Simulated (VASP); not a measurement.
# Zr (P6_3/mmc) in VASP: a series of runs

The runs below take Zr through single point, with r2SCAN.

Everything below comes from runs of VASP 6.6.1. Logs are shortened: lines on timing, memory, paths and dates and some standing lists are left out, and cuts for length are marked.

## (1) The cell of the first run

It takes space group P6_3/mmc (No. 194, hexagonal). Conventional cell: a = 3.245 Å, b = 3.245 Å, c = 5.157 Å, α = 90.00°, β = 90.00°, γ = 120.00°. Within 4.2 Å of Zr (site symmetry -6m2) lie 12 Zr at 3.19 to 3.24 Å.

## (2) Single point, r2SCAN

Input file POSCAR:

```
Zr
1.0
    3.2445832200      0.0000000000      0.0000000000
   -1.6222916100      2.8098914932      0.0000000000
    0.0000000000      0.0000000000      5.1573641137
Zr
2
Direct
    0.3333333333      0.6666666667      0.2500000000
    0.6666666667      0.3333333333      0.7500000000
```

Input file INCAR.step1:

```
PREC = Accurate
ENCUT = 520
ISMEAR = -1
SIGMA = 0.1
LREAL = F
LASPH = T
NELM = 60
NBANDS = 19
GGA = PE
ALGO = Normal
EDIFF = 1E-4
LWAVE = T
LCHARG = F
```

Input file INCAR.step2:

```
PREC = Accurate
ENCUT = 520
EDIFF = 1E-6
ISMEAR = -1
SIGMA = 0.1
LREAL = F
LASPH = T
NELM = 60
ALGO = Normal
ISIF = 2
LWAVE = F
LCHARG = T
METAGGA = R2SCAN
LMIXTAU = T
LELF = T
LVHAR = T
NBANDS = 19
ISTART = 1
```

Input file KPOINTS:

```
regular mesh
0
Gamma
  9 9 5
```

Potentials or basis: VASP PAW PBE potentials, release 64 (Zr_sv).

Command:

```sh
$ cat potpaw_PBE.64/Zr_sv/POTCAR > POTCAR
$ cp INCAR.step1 INCAR
$ mpirun -np 1 vasp_std > vasp.out
$ cp INCAR.step2 INCAR
$ mpirun -np 1 vasp_std > vasp.out
```

OUTCAR:

```text
PREC = Accurate
   ENCUT = 520
   EDIFF = 1E-6
   ISMEAR = -1
   LREAL = F
   LASPH = T
   NELM = 60
   ISIF = 2
   METAGGA = R2SCAN
   ISTART = 1

 ion  position               nearest neighbor table
   1  0.333  0.667  0.250-   2 3.19   2 3.19   2 3.19   2 3.19   2 3.19   2 3.19
   2  0.667  0.333  0.750-   1 3.19   1 3.19   1 3.19   1 3.19   1 3.19   1 3.19

  LATTYP: Found a hexagonal cell.
 ALAT       =     3.2445832200
 C/A-ratio  =     1.5895305387

  Lattice vectors:

 A1 = (   3.2445832200,   0.0000000000,   0.0000000000)
 A2 = (  -1.6222916100,   2.8098914932,   0.0000000000)
 A3 = (   0.0000000000,   0.0000000000,   5.1573641137)

Analysis of symmetry for initial positions (statically):
=====================================================================
 Subroutine PRICEL returns:
 Original cell was already a primitive cell.

 Routine SETGRP: Setting up the symmetry group for a
 hexagonal supercell.

 Subroutine GETGRP returns: Found 24 space group operations
 (whereof 12 operations were pure point group operations)
 out of a pool of 24 trial point group operations.

The static configuration has the point symmetry D_3d.
 The point group associated with its full space group is D_6h.

Analysis of symmetry for dynamics (positions and initial velocities):
=====================================================================
 Subroutine PRICEL returns:
 Original cell was already a primitive cell.

 Routine SETGRP: Setting up the symmetry group for a
 hexagonal supercell.

 Subroutine GETGRP returns: Found 24 space group operations
 (whereof 12 operations were pure point group operations)
 out of a pool of 24 trial point group operations.

The dynamic configuration has the point symmetry D_3d.
 The point group associated with its full space group is D_6h.

 Subroutine INISYM returns: Found 24 space group operations
 (whereof 12 operations are pure point group operations),
 and found     1 'primitive' translations

----------------------------------------------------------------------------------------

                                     Primitive cell

  volume of cell :      47.0193

  direct lattice vectors                    reciprocal lattice vectors
     3.244583220  0.000000000  0.000000000     0.308205995  0.177942814  0.000000000
    -1.622291610  2.809891493  0.000000000     0.000000000  0.355885628  0.000000000
     0.000000000  0.000000000  5.157364114     0.000000000  0.000000000  0.193897498

  length of vectors
[... 73 lines left out ...]
   PREC   = accura    normal or accurate (medium, high low for compatibility)
   ISTART =      1    job   : 0-new  1-cont  2-samecut
   ICHARG =      0    charge: 1-file 2-atom 10-const
   ISPIN  =      1    spin polarized calculation?
   LNONCOLLINEAR =      F non collinear calculations
   LSORBIT =      F    spin-orbit coupling
   LASPH  =      T    aspherical Exc in radial PAW
   ENCUT  =  520.0 eV  38.22 Ry    6.18 a.u.   6.03  6.03  9.59*2*pi/ulx,y,z
   NELM   =     60;   NELMIN=  2; NELMDL=  0     # of ELM steps
   EDIFF  = 0.1E-05   stopping-criterion for ELM
   LREAL  =      F    real-space projection
   EDIFFG = 0.1E-04   stopping-criterion for IOM
   NSW    =      0    number of steps for IOM
   IBRION =     -1    ionic relax: 0-MD 1-quasi-New 2-CG
   NFREE  =      0    steps in history (QN), initial steepest desc. (CG)
   ISIF   =      2    stress and relaxation
   ISYM   =      2    0-nonsym 1-usesym 2-fastsym
   POTIM  = 0.5000    time-step for ionic-motion
   TEBEG  =    0.0;   TEEND  =   0.0 temperature during run
   PSTRESS=    0.0 pullay stress
   NELECT =      24.0000    total number of electrons
   NUPDOWN=      -1.0000    fix difference up-down
   EMIN   =  10.00;   EMAX   =-10.00  energy-range for DOS
   EFERMI =   0.00;   METHOD = LEGACY
   ISMEAR =    -1;   SIGMA  =   0.10  broadening in eV -4-tet -1-fermi 0-gaus
   EFERMI_NEDOS =   21; number of points for ismear=-14 and -15
   IALGO  =     38    algorithm
   IMIX   =      4    mixing-type and parameters
     AMIX     =   0.40;   BMIX     =  1.00
     AMIX_MAG =   1.60;   BMIX_MAG =  1.00
  volume/ion in A,a.u.               =      23.51       158.65
  Fermi-wavevector in a.u.,A,eV,Ry     =   1.308338  2.472400 23.289736  1.711747
  Thomas-Fermi vector in A             =   2.439011
   LORBIT       =      0    0 simple, 1 ext, 2 COOP (PROOUT), +10 PAW based schemes
   METAGGA = R2SCAN    functional components
   LHFCALC =     F    Hartree Fock is set to
   AEXX    =    0.0000 exact exchange contribution
   IVDW    =     0    specifies the selected vdW correction
   LEPSILON=     F    determine dielectric tensor
   LRPA    =     F    only Hartree local field effects (RPA)
 non-spin polarized calculation
  energy-cutoff  :      520.00
  volume of cell :       47.02
 maximum number of plane-waves:      1290
   NGX = 13   NGY = 13   NGZ = 19

 number of electron      24.0000001 magnetization

 Free energy of the ion-electron system (eV)
  ---------------------------------------------------
  ext. energy  EPLUGINS =         0.00000000
  ---------------------------------------------------
  free energy    TOTEN  =       -45.53253295 eV

  energy without entropy =      -45.47891575  energy(sigma->0) =      -45.50572435

 E-fermi :   8.9106     XC(G=0): -11.9014

 val. band max:        8.8956048178   @ k =   0.0000   0.0000   0.4000
 cond. band min:       9.0112106284   @ k =   0.1111   0.0000   0.4000
 fundamental gap:      0.1156058106
 Fermi energy:         8.9106339710

 k-point     1 :       0.0000    0.0000    0.0000
  band No.  band energies     occupation
      1     -41.6396      2.00000
      2     -41.4782      2.00000
      3     -19.4839      2.00000
      4     -18.5914      2.00000
      5     -18.5914      2.00000
      6     -18.4529      2.00000
[... 505 lines left out ...]
      6     -18.8626      2.00000
[... 11 lines left out ...]
     18      13.5211      0.00000
     19      15.9981      0.00000

 [... further k-points ...]
[... 5 lines left out ...]
  --------------------------------------------------------------------------------------
  -------------------------------------------------------------------------------------
  Total       -0.0414535     -0.0414535      0.0113285      0.0000000      0.0000000      0.0000000
  in kB       -1.4125222     -1.4125222      0.3860163      0.0000000      0.0000000      0.0000000
  external PRESSURE =      -0.8130093 kB  Pullay stress =       0.0000000 kB

 VOLUME and BASIS-vectors are now :
 -----------------------------------------------------------------------------
  energy-cutoff  :      520.00
  volume of cell :       47.02
      direct lattice vectors                 reciprocal lattice vectors
     3.244583220  0.000000000  0.000000000     0.308205995  0.177942814  0.000000000
    -1.622291610  2.809891493  0.000000000     0.000000000  0.355885628  0.000000000
     0.000000000  0.000000000  5.157364114     0.000000000  0.000000000  0.193897498

 POSITION                                       TOTAL-FORCE (eV/Angst)
 -----------------------------------------------------------------------------------
     -0.00000      1.87326      1.28934        -0.000000      0.000000      0.000000
      1.62229      0.93663      3.86802         0.000000      0.000000      0.000000
 -----------------------------------------------------------------------------------
    total drift:                               -0.000000      0.000000     -0.000000

  FREE ENERGIE OF THE ION-ELECTRON SYSTEM (eV)
  ---------------------------------------------------
  free  energy   TOTEN  =       -45.5325329469 eV

  energy  without entropy=      -45.4789157492  energy(sigma->0) =      -45.50572435
```

OUTCAR.step1:

```text
PREC = Accurate
   ENCUT = 520
   ISMEAR = -1
   LREAL = F
   LASPH = T
   NELM = 60
[... 749 lines left out ...]
 -----------------------------------------------------------------------------------
     -0.00000      1.87326      1.28934        -0.000000     -0.000000      0.000000
      1.62229      0.93663      3.86802         0.000000      0.000000      0.000000
 -----------------------------------------------------------------------------------
    total drift:                               -0.000000      0.000000     -0.000000

  FREE ENERGIE OF THE ION-ELECTRON SYSTEM (eV)
  ---------------------------------------------------
  free  energy   TOTEN  =       -17.0770065120 eV

  energy  without entropy=      -17.0119919547  energy(sigma->0) =      -17.04449923
```

OSZICAR.step1:

```text
N       E                     dE             d eps       ncg     rms          rms(c)
DAV:   1     0.219995018219E+03    0.22000E+03   -0.13214E+04  1368   0.125E+03
DAV:   2    -0.176793532093E+01   -0.22176E+03   -0.21764E+03  1658   0.369E+02
DAV:   3    -0.173748622484E+02   -0.15607E+02   -0.15486E+02  2399   0.719E+01
DAV:   4    -0.177870950656E+02   -0.41223E+00   -0.41159E+00  1665   0.116E+01
DAV:   5    -0.177978107977E+02   -0.10716E-01   -0.10714E-01  2028   0.137E+00    0.141E+01
DAV:   6    -0.171898325452E+02    0.60798E+00   -0.94900E-01  1502   0.733E+00    0.550E+00
DAV:   7    -0.170709380502E+02    0.11889E+00   -0.60057E-01  1907   0.511E+00    0.113E+00
DAV:   8    -0.170769264402E+02   -0.59884E-02   -0.40273E-02  1777   0.147E+00    0.249E-01
DAV:   9    -0.170770500355E+02   -0.12360E-03   -0.15699E-03  1783   0.346E-01    0.319E-02
DAV:  10    -0.170770065120E+02    0.43524E-04   -0.30806E-05   900   0.363E-02
   1 F= -.17077007E+02 E0= -.17044499E+02  d E =-.650146E-01
```

Wall time 2.4 min (1 thread of Intel Xeon 8259CL, shared host); peak memory 0.18 GiB.

What came out:

```
Free energy            : -45.5325 eV
Pressure               : -0.1 GPa
Band gap on the k mesh : zero (bands 12 and 13 overlap by 1.30 eV)
```

Levels at points of the mesh, in eV from the Fermi level:
```csv
k point,band 8,band 9,band 10,band 11,band 12,band 13,band 14,band 15,band 16,band 17
"(0.00, 0.00, 0.00)",-27.36,-5.97,-3.15,1.00,1.00,1.03,1.18,1.74,1.74,2.38
```

Caveat: the PAW data sets were made with another functional, which shifts forces and pressure a little.

## (3) Single point, r2SCAN

POSCAR is that of step 2.

Input file INCAR.step1:

```
SYSTEM = Zr
ALGO = Normal
EDIFF = 1E-4
ENCUT = 520
GGA = PE
ISMEAR = -1
LASPH = .True.
LCHARG = .False.
LREAL = .False.
LWAVE = .True.
NBANDS = 19
NELM = 100
PREC = Accurate
SIGMA = 0.1
```

Input file INCAR.step2:

```
SYSTEM = Zr
ALGO = Normal
EDIFF = 1E-6
ENCUT = 520
ISIF = 2
ISMEAR = -1
ISTART = 1
LASPH = .True.
LCHARG = .False.
LMIXTAU = .True.
LREAL = .False.
LWAVE = .False.
METAGGA = R2SCAN
NBANDS = 19
NELM = 100
PREC = Accurate
SIGMA = 0.1
```

Input file KPOINTS:

```
k-points
0
Gamma
  11 11 6
  0 0 0
```

Potentials or basis: VASP PAW PBE potentials, release 64 (Zr_sv).

Command:

```sh
$ cat potpaw_PBE.64/Zr_sv/POTCAR > POTCAR
$ cp INCAR.step1 INCAR
$ mpirun -np 1 vasp_std > vasp.out
$ cp INCAR.step2 INCAR
$ mpirun -np 1 vasp_std > vasp.out
```

Run time: 3.4 min. Hardware: 1 thread of Intel Xeon 8259CL, shared host; peak memory 0.2 GiB.

It converged, with:

```yaml
Free_energy: -45.5288 eV
Pressure: 0.0 GPa
Band_gap_on_the_k_mesh: zero (bands 12 and 13 overlap by 1.14 eV)
```

Levels at points of the mesh, in eV from the Fermi level:
| k point | band 9 | band 10 | band 11 | band 12 | band 13 | band 14 | band 15 | band 16 |
| --- | --- | --- | --- | --- | --- | --- | --- | --- |
| (0.00, 0.00, 0.00) | -5.98 | -3.16 | 0.99 | 0.99 | 1.03 | 1.17 | 1.73 | 1.73 |
| (0.00, 0.00, 0.50) | -4.19 | -4.19 | 0.05 | 0.05 | 0.91 | 0.91 | 0.91 | 0.91 |

Caveat: the PAW data sets were made with another functional, which shifts forces and pressure a little.

## (4) Single point, r2SCAN

POSCAR is that of step 3.

Input file INCAR.step1:

```
SYSTEM = Zr
PREC = Accurate ; ENCUT = 520
ISMEAR = -1 ; SIGMA = 0.01
LREAL = .False. ; LASPH = .True.
NELM = 80 ; NBANDS = 19
GGA = PE ; ALGO = Normal
EDIFF = 1E-4 ; LWAVE = .True.
LCHARG = .False.
```

Input file INCAR.step2:

```
SYSTEM = Zr
PREC = Accurate ; ENCUT = 520
EDIFF = 1E-6 ; ISMEAR = -1
SIGMA = 0.01 ; LREAL = .False.
LASPH = .True. ; NELM = 80
ALGO = Normal ; ISIF = 2
LWAVE = .False. ; LCHARG = .False.
METAGGA = R2SCAN ; LMIXTAU = .True.
NBANDS = 19 ; ISTART = 1
```

Input file KPOINTS:

```
Automatic mesh
0
Gamma
  11 11 6
  0 0 0
```

Potentials or basis: VASP PAW PBE potentials, release 64 (Zr_sv).

Command:

```sh
$ cat potpaw_PBE.64/Zr_sv/POTCAR > POTCAR
$ cp INCAR.step1 INCAR
$ mpirun -np 1 vasp_std > vasp.out
$ cp INCAR.step2 INCAR
$ mpirun -np 1 vasp_std > vasp.out
```

OUTCAR:

```text
SYSTEM = Zr
   PREC = Accurate
   ENCUT = 520
   EDIFF = 1E-6
   ISMEAR = -1
   LREAL = .False.
   LASPH = .True.
   NELM = 80
   ISIF = 2
   METAGGA = R2SCAN
   ISTART = 1

 ion  position               nearest neighbor table
   1  0.333  0.667  0.250-   2 3.19   2 3.19   2 3.19   2 3.19   2 3.19   2 3.19
   2  0.667  0.333  0.750-   1 3.19   1 3.19   1 3.19   1 3.19   1 3.19   1 3.19

  LATTYP: Found a hexagonal cell.
 ALAT       =     3.2445832200
 C/A-ratio  =     1.5895305387

  Lattice vectors:
[... 716 lines left out ...]

------------------------ aborting loop because EDIFF is reached ----------------------------------------

  FORCE on cell =-STRESS in cart. coord.  units (eV):
  Direction    XX          YY          ZZ          XY          YZ          ZX
  --------------------------------------------------------------------------------------
  -------------------------------------------------------------------------------------
  Total       -0.0363464     -0.0363464     -0.1121960      0.0000000      0.0000000      0.0000000
  in kB       -1.2384979     -1.2384979     -3.8230636      0.0000000      0.0000000      0.0000000
  external PRESSURE =      -2.1000198 kB  Pullay stress =       0.0000000 kB

 VOLUME and BASIS-vectors are now :
 -----------------------------------------------------------------------------
  energy-cutoff  :      520.00
  volume of cell :       47.02
      direct lattice vectors                 reciprocal lattice vectors
     3.244583220  0.000000000  0.000000000     0.308205995  0.177942814  0.000000000
    -1.622291610  2.809891493  0.000000000     0.000000000  0.355885628  0.000000000
     0.000000000  0.000000000  5.157364114     0.000000000  0.000000000  0.193897498

 POSITION                                       TOTAL-FORCE (eV/Angst)
 -----------------------------------------------------------------------------------
     -0.00000      1.87326      1.28934         0.000000      0.000000      0.000000
      1.62229      0.93663      3.86802        -0.000000     -0.000000      0.000000
 -----------------------------------------------------------------------------------
    total drift:                               -0.000000      0.000000     -0.000000

  FREE ENERGIE OF THE ION-ELECTRON SYSTEM (eV)
  ---------------------------------------------------
  free  energy   TOTEN  =       -45.5009989996 eV

  energy  without entropy=      -45.5008016491  energy(sigma->0) =      -45.50090032
```

OUTCAR.step1:

```text
SYSTEM = Zr
   PREC = Accurate
   ENCUT = 520
   ISMEAR = -1
   LREAL = .False.
   LASPH = .True.
[... 751 lines left out ...]
     -0.00000      1.87326      1.28934         0.000000     -0.000000      0.000000
      1.62229      0.93663      3.86802        -0.000000      0.000000      0.000000
 -----------------------------------------------------------------------------------
    total drift:                               -0.000000      0.000000     -0.000000

  FREE ENERGIE OF THE ION-ELECTRON SYSTEM (eV)
  ---------------------------------------------------
  free  energy   TOTEN  =       -17.0421850937 eV

  energy  without entropy=      -17.0417536645  energy(sigma->0) =      -17.04196938
```

OSZICAR.step1:

```text
N       E                     dE             d eps       ncg     rms          rms(c)
DAV:   1     0.216114557228E+03    0.21611E+03   -0.13380E+04  2432   0.126E+03
DAV:   2    -0.166974316886E+01   -0.21778E+03   -0.21379E+03  2835   0.367E+02
DAV:   3    -0.173020261771E+02   -0.15632E+02   -0.15479E+02  4349   0.714E+01
DAV:   4    -0.177525292292E+02   -0.45050E+00   -0.44989E+00  2894   0.121E+01
DAV:   5    -0.177648906672E+02   -0.12361E-01   -0.12360E-01  3623   0.145E+00    0.141E+01
DAV:   6    -0.171568578630E+02    0.60803E+00   -0.94702E-01  2637   0.732E+00    0.551E+00
DAV:   7    -0.170358520962E+02    0.12101E+00   -0.60064E-01  3272   0.512E+00    0.112E+00
DAV:   8    -0.170421038666E+02   -0.62518E-02   -0.43431E-02  3210   0.147E+00    0.261E-01
DAV:   9    -0.170422407473E+02   -0.13688E-03   -0.15742E-03  3131   0.352E-01    0.351E-02
DAV:  10    -0.170421850937E+02    0.55654E-04   -0.29973E-05  1630   0.364E-02
   1 F= -.17042185E+02 E0= -.17041969E+02  d E =-.431429E-03
```

Wall time 3.7 min (1 thread of Intel Xeon 8259CL, shared host); peak memory 0.19 GiB.

What came out:

```yaml
Free_energy: -45.5010 eV
Pressure: -0.2 GPa
Band_gap_on_the_k_mesh: zero (bands 12 and 13 overlap by 1.14 eV)
```

Caveat: the PAW data sets were made with another functional, which shifts forces and pressure a little.

## (5) The runs side by side

| k mesh | smearing | gap on the mesh (eV) | pressure (GPa) |
| --- | --- | --- | --- |
| 9 × 9 × 5 | fermi-dirac 0.1 eV | none | -0.1 |
| 11 × 11 × 6 | fermi-dirac 0.1 eV | none | 0.0 |
| 11 × 11 × 6 | fermi-dirac 0.01 eV | none | -0.2 |

Alike in all rows: task single point; level r2SCAN; potentials or basis VASP PAW PBE potentials, release 64 (Zr_sv); no spin polarisation; cell as given; cutoff (eV) 520.

Caveats: the PAW data sets were made with another functional, which shifts forces and pressure a little.

Total energies depend on the potentials used, so only differences within one code and one set of settings carry meaning.
